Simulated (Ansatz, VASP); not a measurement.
# As in VASP and in Ansatz

File POSCAR:

```
As
1.0
    4.5664000000      0.0000000000      0.0000000000
   -2.2832000000      3.9546200000      0.0000000000
    0.0000000000      0.0000000000      2.8337400000
As
2
Direct
    0.3333300000      0.6666700000      0.0000000000
    0.6666700000      0.3333300000      0.0000000000
```

The input INCAR.step1:

```
SYSTEM = As
PREC = Accurate
ENCUT = 520
EDIFF = 1E-5
ISMEAR = -1
SIGMA = 0.05
LREAL = .FALSE.
LASPH = .TRUE.
NELM = 80
ALGO = Normal
ISIF = 2
LWAVE = .TRUE.
LCHARG = .FALSE.
NBANDS = 12
GGA = PE
```

Contents of INCAR.step2:

```
SYSTEM = As
PREC = Accurate
ENCUT = 520
EDIFF = 1E-6
ISMEAR = -1
SIGMA = 0.05
LREAL = .FALSE.
LASPH = .TRUE.
NELM = 80
ALGO = Normal
ISIF = 2
LWAVE = .FALSE.
LCHARG = .FALSE.
METAGGA = R2SCAN
LHFCALC = .TRUE.
AEXX = 0.25
LMIXTAU = .TRUE.
PRECFOCK = Normal
NBANDS = 12
ISTART = 1
```

Contents of KPOINTS:

```
regular mesh
0
G
  4 4 5
  0 0 0
```

The input input.yaml:

```yaml
crystal:
  lattice:
    - [4.5664, 0.0, 0.0]
    - [-2.2832, 3.95462, 0.0]
    - [0.0, 0.0, 2.83374]
  atoms:
    - { symbol: As, position: [0.33333, 0.66667, 0.0] }
    - { symbol: As, position: [0.66667, 0.33333, 0.0] }
hamiltonian:
  xc: r2scan0
  pseudopotentials: { kind: paw }
kpoints:
  mp_grid: { grid: [4, 4, 5] }
scf:
  occupations: { method: fermi_dirac, width: 0.05 }
  n_extra_bands: 6
output:
  forces: true
  stress: true
  eigenvalues: true
  dos: { projected: true, de: 0.05 }
```

Alike in both runs: functional r2SCAN0; k mesh 4 × 4 × 5; occupations fermi-dirac, width 0.05 eV; no spin polarisation.

|  | VASP | Ansatz |
| --- | --- | --- |
| version | VASP 6.6.1 | Ansatz 0.2.0 |
| potentials or method | VASP PAW PBE potentials, release 64 (As) | Ansatz PAW |
| plane-wave cutoff (eV) | 520 | 500 |
| valence electrons in the cell | 10 | 30 |
| task | single point | projected density of states |

VASP gave:

| Item | Value |
| --- | --- |
| gap on the k mesh at the Fermi level (eV) | none |
| pressure (GPa) | -4.3 |
| traceless stress, the component that is largest in VASP (GPa) | 5.92 |
| rms of the force components (eV/Å) | 0.074 |

Estimate Ansatz's values.

gap on the k mesh at the Fermi level (eV): none; pressure (GPa): -3.8; traceless stress, the component that is largest in VASP (GPa): 5.87; rms of the force components (eV/Å): 0.000.

VASP's potentials were made for PBE, not for r2SCAN0. Atom by atom the forces differ by 0.074 eV/Å (rms over components). A gap of «none» marks a metal or a gap that the smearing closes. With one functional, cell and mesh, what is left measures potentials, basis and numerics. VASP's potentials hold 10 valence electrons a cell and Ansatz's 30, so a difference there can come from the potentials and not from the codes.

The k mesh is coarse, so the values compare programs but aren't converged.
